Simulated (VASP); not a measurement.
A run of VASP 6.6.1:

Contents of INCAR:

```
SYSTEM = Hf7N
  PREC = Accurate
  ENCUT = 520
  EDIFF = 1E-7
  ISMEAR = 0
  SIGMA = 0.2
  LREAL = .FALSE.
  LASPH = .TRUE.
  NELM = 60
  ALGO = Normal
  ISIF = 2
  LWAVE = .FALSE.
  LCHARG = .TRUE.
  GGA = PE
  LELF = .TRUE.
  LVHAR = .TRUE.
  NBANDS = 48
```

KPOINTS

```
Automatic mesh
0
G
  3 3 3
  0 0 0
```

POSCAR

```
Hf7N
1.0
    4.2341801471      2.4446050494      2.6175382631
   -4.2341801471      2.4446050494      2.6175382631
    0.0000000000     -4.8892100937      2.6175382679
Hf N
7 1
Direct
    0.2182240185      0.3487778338      0.9264042450
    0.9264042450      0.2182240185      0.3487778338
    0.6512221662      0.0735957550      0.7817759815
    0.0735957550      0.7817759815      0.6512221662
    0.7817759815      0.6512221662      0.0735957550
    0.3487778338      0.9264042450      0.2182240185
    0.5000000000      0.5000000000      0.5000000000
    0.0000000000      0.0000000000      0.0000000000
```

Potentials or basis: VASP PAW PBE potentials, release 64 (Hf_pv, N).

Launch:

```bash
$ cat potpaw_PBE.64/Hf_pv/POTCAR potpaw_PBE.64/N/POTCAR > POTCAR
$ mpirun -np 1 vasp_std > vasp.out
```

Hardware: 1 thread of Intel(R) Xeon(R) Platinum 8488C (Sapphire Rapids) (shared host).

Estimate the wall time of this run.

Run time: 50 s on 1 thread of Intel(R) Xeon(R) Platinum 8488C (Sapphire Rapids) (shared host), peak memory 0.25 GiB. Counts: scf iterations 18, k points 6.
